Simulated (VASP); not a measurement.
A run of VASP 6.6.1 is set up as follows.

File POSCAR:

```
BN
1.0
    0.0000000000      1.8048137558      1.8860303748
    1.8048137558      0.0000000000      1.8860303748
    1.8048137558      1.8048137558      0.0000000000
B N
1 1
Direct
    0.0000000000      0.0000000000      0.0000000000
    0.7500000000      0.7500000000      0.7500000000
```

Contents of INCAR.step1:

```
PREC     = Accurate       # precision mode
ENCUT    = 520            # plane-wave cutoff, eV
ISMEAR   = 0              # smearing method
SIGMA    = 0.05           # smearing width, eV
LREAL    = False          # projectors in reciprocal space
LASPH    = True           # aspherical terms in the spheres
NELM     = 80             # most SCF steps
NBANDS   = 11             # bands
GGA      = PE             # functional
ALGO     = Normal         # electronic algorithm
EDIFF    = 1E-4           # SCF threshold, eV
LWAVE    = True           # write WAVECAR
LCHARG   = False          # write CHGCAR
```

Contents of INCAR.step2:

```
PREC     = Accurate       # precision mode
ENCUT    = 520            # plane-wave cutoff, eV
EDIFF    = 1E-7           # SCF threshold, eV
ISMEAR   = 0              # smearing method
SIGMA    = 0.05           # smearing width, eV
LREAL    = False          # projectors in reciprocal space
LASPH    = True           # aspherical terms in the spheres
NELM     = 80             # most SCF steps
ALGO     = Normal         # electronic algorithm
ISIF     = 2              # what is computed and relaxed
LWAVE    = False          # write WAVECAR
LCHARG   = False          # write CHGCAR
METAGGA  = R2SCAN         # meta-GGA
LMIXTAU  = True         
NBANDS   = 11             # bands
ISTART   = 1
```

KPOINTS

```
regular mesh
0
Gamma
  12 12 12
```

Potentials or basis: VASP PAW PBE potentials, release 64 (B, N).

Launch:

```console
$ cat potpaw_PBE.64/B/POTCAR potpaw_PBE.64/N/POTCAR > POTCAR
$ cp INCAR.step1 INCAR
$ mpirun -np 1 vasp_std > vasp.out
$ cp INCAR.step2 INCAR
$ mpirun -np 1 vasp_std > vasp.out
```

(1) Estimate the pressure.

(2) Estimate the band gap on the k mesh.

## Answers

(1) -14.9 GPa.

(2) 4.53 eV, indirect (least direct gap 9.09 eV).

Caveat: the cell differs from its parent crystal (strain +0.0450 x Voigt [0, 0, 1, 0, 0, 0]); the PAW data sets were made with another functional, which shifts forces and pressure a little.
